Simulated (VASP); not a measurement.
AgCl: electric field gradients with PBE

The system is AgCl.

```
Ag Cl
1.0
     3.39963    0.00000    0.00000
     0.00000    3.39963    0.00000
     0.00000    0.00000    3.43397
Ag Cl
1 1
Cartesian
  0.0000 0.0000 0.0000
  1.6998 1.6998 1.7170
```

This cell differs from its parent crystal: equal xx and yy strain of -1 %.

| Item | Value |
| --- | --- |
| Program | VASP 6.6.1 |
| Task | electric field gradients |
| Functional | PBE |
| Potentials or basis | VASP PAW PBE potentials, release 64 (Ag, Cl) |
| Cutoff | 520 eV |
| k mesh | 9 × 9 × 9 |
| Occupations | fermi-dirac, width 0.01 eV |
| Spin | no spin polarisation |
| Dipole correction | no |
| Further INCAR settings | ALGO = Normal; EDIFF = 1e-08; NBANDS = 16 |

| Quantity | Value |
| --- | --- |
| Pressure | 0.7 GPa |
| Band gap on the k mesh | 0.60 eV (least direct gap 2.11 eV) |
| Largest electric field gradient by atom | Ag -1.0; Cl +4.7 V/Å² |

Stress tensor (GPa, compression positive):
```
0.90 0.00 0.00
0.00 0.90 0.00
0.00 0.00 0.40
```

Levels at points of the mesh, in eV from the valence-band top:
```csv
k point,band 7,band 8,band 9,band 10,band 11,band 12
"(0.00, 0.00, 0.00)",-1.61,-1.51,-1.51,0.60,9.41,9.47
```

Electric field gradients, principal values (V/Å²):
```csv
atom,least,middle,greatest (by size)
1 Ag,0.487,0.487,-0.975
2 Cl,-2.352,-2.352,4.704
```

It took 35 s on 1 thread of AMD EPYC 7R13 Processor (Zen 3), with other jobs on the host, peak memory 0.16 GiB.

Caveat: the cell differs from its parent crystal (equal xx and yy strain of -1 %); without QUAD_EFG the Cq values of the log hold for a quadrupole moment of 1 mb, not for the nuclei; an odd mesh through Γ misses points on the zone boundary, where band edges can lie.
